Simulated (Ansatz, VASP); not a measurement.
## C in VASP and in Ansatz

Contents of INCAR:

```
ALGO = Normal ; EDIFF = 1E-7
ENCUT = 520 ; ISIF = 2
ISMEAR = -1 ; LASPH = T
LCHARG = F ; LREAL = F
LWAVE = F ; NBANDS = 11
NELM = 100 ; PREC = Accurate
SIGMA = 0.03
```

File KPOINTS:

```
k-points
0
Gamma
  16 16 16
```

Contents of POSCAR:

```
C
1.0
    0.0000000000      1.8183775075      1.8183775075
    1.8183775075      0.0000000000      1.8183775075
    1.8183775075      1.8183775075      0.0000000000
C
2
Direct
    0.5000000000      0.5000000000      0.5000000000
    0.7500000000      0.7500000000      0.7500000000
```

Input for Ansatz:

```yaml
crystal:
  lattice:
    - [0.0, 1.8183775075, 1.8183775075]
    - [1.8183775075, 0.0, 1.8183775075]
    - [1.8183775075, 1.8183775075, 0.0]
  atoms:
    - { symbol: C, position: [0.5, 0.5, 0.5] }
    - { symbol: C, position: [0.75, 0.75, 0.75] }
kpoints:
  mp_grid: { grid: [16, 16, 16] }
  band_path:
    path:
      - [0.0, 0.0, 0.0]
      - [0.5, 0.0, 0.5]
      - [0.625, 0.25, 0.625]
      - [0.375, 0.375, 0.75]
      - [0.0, 0.0, 0.0]
      - [0.5, 0.5, 0.5]
      - [0.5, 0.25, 0.75]
      - [0.5, 0.0, 0.5]
    npoints: 5
scf:
  occupations: { method: fermi_dirac, width: 0.03 }
hamiltonian:
  xc: lda
  pseudopotentials: { kind: all_electron, lapw: { basis_error: 0.00025 } }
output:
  forces: true
  stress: true
  eigenvalues: true
```

Change from the starting cell: volume scaled by 1.06.

Alike in both runs: task single point; functional LDA; k mesh 16 × 16 × 16; occupations fermi-dirac, width 0.03 eV; no spin polarisation.

|  | VASP | Ansatz |
| --- | --- | --- |
| version | VASP 6.6.1 | Ansatz 0.2.0 |
| potentials or method | VASP PAW LDA potentials, release 64 (C), cutoff 520 eV | all-electron LAPW, scalar-relativistic |

VASP gave:

| Property | Result |
| --- | --- |
| gap on the k mesh at the Fermi level (eV) | 3.96 |
| pressure (GPa) | -33.8 |

Task: What did Ansatz give for the same quantities?

Result: gap on the k mesh at the Fermi level (eV): 3.97; pressure (GPa): -34.9.

LDA's correlation is that of Perdew and Zunger in VASP and of Perdew and Wang (1992) in Ansatz. Both programs put the cell under strong tension, so it lies far from rest at this level. Ansatz ran all-electron here, and VASP with PAW potentials.

Noted on VASP's run: the cell as given lies far from equilibrium.
